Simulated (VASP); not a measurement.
Input of a VASP 6.6.1 run:

INCAR

```
  PREC = Accurate
  ENCUT = 520
  EDIFF = 1E-7
  ISMEAR = -1
  SIGMA = 0.1
  LREAL = False
  LASPH = True
  NELM = 60
  ALGO = Normal
  ISIF = 2
  LWAVE = False
  LCHARG = True
  GGA = PE
  LELF = True
  LVHAR = True
  NBANDS = 16
```

File KPOINTS:

```
regular mesh
0
Gamma
  12 12 7
```

The input POSCAR:

```
Rb
1.0
    5.2332683571      0.0000000000      0.0000000000
   -2.6166341786      4.5321433421      0.0000000000
    0.0000000000      0.0000000000      8.6242363093
Rb
2
Direct
    0.3333333333      0.6666666667      0.2500000000
    0.6666666667      0.3333333333      0.7500000000
```

Potentials or basis: VASP PAW PBE potentials, release 64 (Rb_sv).

Run with:

```sh
$ cat potpaw_PBE.64/Rb_sv/POTCAR > POTCAR
$ mpirun -np 1 vasp_std > vasp.out
```

(1) Estimate the pressure.

(2) Estimate the band gap on the k mesh.

Results:

(1) -0.2 GPa.

(2) zero (band 9 reaches 0.74 eV, above the bottom of band 10 at -1.28 eV).
